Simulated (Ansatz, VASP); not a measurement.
One calculation of MgO, two programs

```
Mg O
1.0
     0.00000    2.12298    2.12298
     2.12298    0.00000    2.12298
     2.12298    2.12298    0.00000
Mg O
1 1
Direct
  0.00000 0.00000 0.00000
  0.50000 0.50000 0.50000
```

Alike in both runs: task single point; functional r2SCAN; k mesh 8 × 8 × 8; no spin polarisation.

|  | VASP | Ansatz |
| --- | --- | --- |
| version | VASP 6.6.1 | Ansatz 0.2.0 |
| potentials or method | VASP PAW PBE potentials, release 64 (Mg_sv, O) | plane waves, PAW |
| plane-wave cutoff (eV) | 920 | 500 |
| occupations | gaussian, width 0.01 eV | fixed |
| valence electrons in the cell | 16 | 16 |

|  | VASP | Ansatz | Ansatz less VASP |
| --- | --- | --- | --- |
| gap on the k mesh at the Fermi level (eV) | 5.41 | 5.39 | -0.018 |
| pressure (GPa) | -4.1 | -4.6 | -0.53 |

VASP's potentials were made for PBE, not for r2SCAN.
